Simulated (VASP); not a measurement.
A run of VASP 6.6.1:

File INCAR:

```
SYSTEM = PtS2
PREC = Accurate
ENCUT = 520
EDIFF = 1E-7
ISMEAR = 0
SIGMA = 0.05
LREAL = .FALSE.
LASPH = .TRUE.
NELM = 60
ALGO = Normal
ISIF = 2
LWAVE = .FALSE.
LCHARG = .TRUE.
GGA = PE
LELF = .TRUE.
LVHAR = .TRUE.
NBANDS = 18
```

KPOINTS

```
regular mesh
0
G
  9 9 4
  0 0 0
```

Contents of POSCAR:

```
PtS2
1.0
    3.5765911006      0.0000000000      0.0000000000
   -1.7882955503      3.0974187520      0.0000000000
    0.0000000000      0.0000000000      6.3342000000
Pt S
1 2
Direct
    0.0000000000      0.0000000000      0.0000000000
    0.3333333333      0.6666666667      0.1937665961
    0.6666666667      0.3333333333      0.8062334039
```

Potentials or basis: VASP PAW PBE potentials, release 64 (Pt, S).

Run with:

```console
$ cat potpaw_PBE.64/Pt/POTCAR potpaw_PBE.64/S/POTCAR > POTCAR
$ mpirun -np 1 vasp_std > vasp.out
```

Hardware: 1 thread of Intel(R) Xeon(R) Platinum 8559C (Emerald Rapids) (shared host).

How long does it take, and how much memory?

It took 25 s on 1 thread of Intel(R) Xeon(R) Platinum 8559C (Emerald Rapids), on a shared host, peak memory 0.21 GiB. Counts: scf iterations 15, k points 43.
